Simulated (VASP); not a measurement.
Set up this calculation in VASP 6.6.1, as the native input.

```yaml
Task: single point
Functional: PBEsol
Potentials_or_basis: VASP PAW PBE potentials, release 64 (K_sv, Mg, F)
Cutoff: 520 eV
k_mesh: 6 × 6 × 6
Occupations: gaussian, width 0.02 eV
Spin: no spin polarisation
Dipole_correction: no
Further_INCAR_settings: ALGO = Normal; EDIFF = 1e-07; NBANDS = 24
```

The structure of KMgF3 lies in POSCAR:

```
KMgF3
1.0
    4.0303985358      0.0000000000      0.0000000000
    0.0000000000      4.0303985358      0.0000000000
    0.0000000000      0.0000000000      4.0303985358
K Mg F
1 1 3
Direct
    0.5000000000      0.5000000000      0.5000000000
    0.0000000000      0.0000000000      0.0000000000
    0.5000000000      0.0000000000      0.0000000000
    0.0000000000      0.5000000000      0.0000000000
    0.0000000000      0.0000000000      0.5000000000
```

This cell differs from its parent crystal: volume scaled by 1.03.

The input as run:

INCAR

```
  PREC = Accurate
  ENCUT = 520
  EDIFF = 1E-7
  ISMEAR = 0
  SIGMA = 0.02
  LREAL = F
  LASPH = T
  NELM = 80
  ALGO = Normal
  ISIF = 2
  LWAVE = F
  LCHARG = F
  GGA = PS
  NBANDS = 24
```

KPOINTS

```
Automatic mesh
0
Gamma
  6 6 6
```

Potentials or basis: VASP PAW PBE potentials, release 64 (K_sv, Mg, F).

Launch:

```bash
$ cat potpaw_PBE.64/K_sv/POTCAR potpaw_PBE.64/Mg/POTCAR potpaw_PBE.64/F/POTCAR > POTCAR
$ mpirun -np 1 vasp_std > vasp.out
```

It gave:

```json
{"Pressure": "-2.4 GPa", "Band gap on the k mesh": "6.88 eV, indirect (least direct gap 7.21 eV)"}
```

Caveat: the PAW data sets were made with another functional, which shifts forces and pressure a little.

It took 19 s on 1 thread of AMD EPYC 9R14 (Zen 4), with other jobs on the host, peak memory 0.15 GiB.
